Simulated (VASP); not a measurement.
Input of a VASP 6.6.1 run:

File INCAR:

```
SYSTEM = BaTiO3
PREC     = Accurate       ! precision mode
ENCUT    = 1340           ! plane-wave cutoff, eV
EDIFF    = 1E-6           ! SCF threshold, eV
ISMEAR   = -1             ! smearing method
SIGMA    = 0.05           ! smearing width, eV
LREAL    = .FALSE.        ! projectors in reciprocal space
LASPH    = .TRUE.         ! aspherical terms in the spheres
NELM     = 120            ! most SCF steps
ALGO     = Normal         ! electronic algorithm
ISIF     = 2              ! what is computed and relaxed
LWAVE    = .FALSE.        ! write WAVECAR
LCHARG   = .FALSE.        ! write CHGCAR
GGA      = PE             ! functional
NBANDS   = 51             ! bands
GGA_COMPAT= .FALSE.
```

The input KPOINTS:

```
regular mesh
0
G
  3 2 2
  0 0 0
```

File POSCAR:

```
BaTiO3
1.0
   -0.0915918800      0.0227814800     -3.9623969300
    3.8808838200      4.1317799600      0.0684987100
    3.9231712500     -4.1740673900      0.1138552900
Ba Ti O
2 2 6
Direct
    0.9974869000      0.0001477200      0.0004271700
    0.9998202700      0.4987526000      0.5010867700
    0.5007474000      0.4990591200      0.9978540800
    0.5036564600      0.9987681300      0.4973819700
    0.9989596600      0.4987799700      0.9982409700
    0.0019446300      0.9997553300      0.5021167700
    0.4941324700      0.2515279200      0.2525101600
    0.4993701600      0.7523144300      0.7482599000
    0.5032595700      0.2508647700      0.7496877100
    0.5006224800      0.7500300100      0.2524344900
```

Potentials or basis: VASP PAW PBE potentials, release 64 (Ba_sv, Ti_sv, O_h).

The run is started by

```sh
$ cat potpaw_PBE.64/Ba_sv/POTCAR potpaw_PBE.64/Ti_sv/POTCAR potpaw_PBE.64/O_h/POTCAR > POTCAR
$ mpirun -np 1 vasp_std > vasp.out
```

Problem. Predict the largest force.

Solution. 0.277 eV/Å.

Problem. What does it give for the band gap on the k mesh?

Solution. 1.54 eV.

Stress tensor (GPa, compression positive):
```
10.42  1.37 -6.07
 1.37 -1.54  1.25
-6.07  1.25  6.26
```

Caveat: the k points lie up to 0.56 Å⁻¹ apart; spin-orbit coupling is left out, which moves the levels of the heavy elements. A k mesh can miss the band edges.
